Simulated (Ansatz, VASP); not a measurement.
**Two plane-wave programs on BP**

Contents of INCAR:

```
  ALGO = Normal
  EDIFF = 1E-6
  ENCUT = 520
  GGA = PE
  ISIF = 2
  ISMEAR = 0
  LASPH = True
  LCHARG = False
  LREAL = False
  LWAVE = False
  NBANDS = 11
  NELM = 80
  PREC = Accurate
  SIGMA = 0.05
```

KPOINTS

```
k-points
0
Gamma
  8 8 8
```

POSCAR

```
BP
1.0
    0.0000000000      2.2677136497      2.2677136497
    2.2677136497      0.0000000000      2.2677136497
    2.2677136497      2.2677136497      0.0000000000
B P
1 1
Direct
    0.0000000000      0.0000000000      0.0000000000
    0.7500000000      0.7500000000      0.7500000000
```

Input for Ansatz:

```yaml
crystal:
  lattice:
    - [0.0, 2.2677136497, 2.2677136497]
    - [2.2677136497, 0.0, 2.2677136497]
    - [2.2677136497, 2.2677136497, 0.0]
  atoms:
    - { symbol: B, position: [0.0, 0.0, 0.0] }
    - { symbol: P, position: [0.75, 0.75, 0.75] }
basis:
  ecutwfc: 500
  ecutrho_ratio: 4
kpoints:
  mp_grid: { grid: [8, 8, 8] }
hamiltonian:
  xc: pbe
scf:
  occupations: { method: gaussian, width: 0.05 }
  mixing: { preconditioner: local_kerker }
  n_extra_bands: 1
output:
  forces: true
  stress: true
```

Alike in both runs: task single point; functional PBE; k mesh 8 × 8 × 8; occupations gaussian, width 0.05 eV; no spin polarisation.

```csv
,VASP,Ansatz
version,VASP 6.6.1,Ansatz 0.2.0
potentials or method,"VASP PAW PBE potentials, release 64 (B, P), cutoff 520 eV","scalar-relativistic, plane waves, PAW"
valence electrons in the cell,8,8
```

|  | VASP | Ansatz | Ansatz less VASP |
| --- | --- | --- | --- |
| pressure (GPa) | 1.2 | 1.4 | +0.23 |
